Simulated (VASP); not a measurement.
A run of VASP 6.6.1:

POSCAR

```
Ge
1.0
    3.9956487021      0.0000000000      0.0000000000
   -1.9978243511      3.5295399462      0.0000000000
    0.0000000000      0.0000000000      6.6027109850
Ge
4
Direct
    0.6666666667      0.3333333333      0.0629814343
    0.3333333333      0.6666666667      0.5629814343
    0.6666666667      0.3333333333      0.4370185657
    0.3333333333      0.6666666667      0.9370185657
```

The input INCAR.step1:

```
PREC = Accurate
ENCUT = 520
ISMEAR = 0
SIGMA = 0.03
LREAL = False
LASPH = True
NELM = 100
NBANDS = 36
GGA = PE
ALGO = Normal
EDIFF = 1E-4
LWAVE = True
LCHARG = False
```

File INCAR.step2:

```
PREC = Accurate
ENCUT = 520
EDIFF = 1E-7
ISMEAR = 0
SIGMA = 0.03
LREAL = False
LASPH = True
NELM = 100
ALGO = Normal
ISIF = 2
LWAVE = False
LCHARG = False
METAGGA = R2SCAN
LMIXTAU = True
NBANDS = 36
ISTART = 1
```

KPOINTS

```
Automatic mesh
0
Gamma
  12 12 6
```

Potentials or basis: VASP PAW PBE potentials, release 64 (Ge_d).

Run with:

```console
$ cat potpaw_PBE.64/Ge_d/POTCAR > POTCAR
$ cp INCAR.step1 INCAR
$ mpirun -np 1 vasp_std > vasp.out
$ cp INCAR.step2 INCAR
$ mpirun -np 1 vasp_std > vasp.out
```

Hardware: 1 thread of Oxide Virtual Turin-like Processor, with other jobs on the host.

Task: How long does it take, and how much memory?

Result: It took 39 min on 1 thread of Oxide Virtual Turin-like Processor (shared host), peak memory 0.46 GiB. Counts: k points 172.
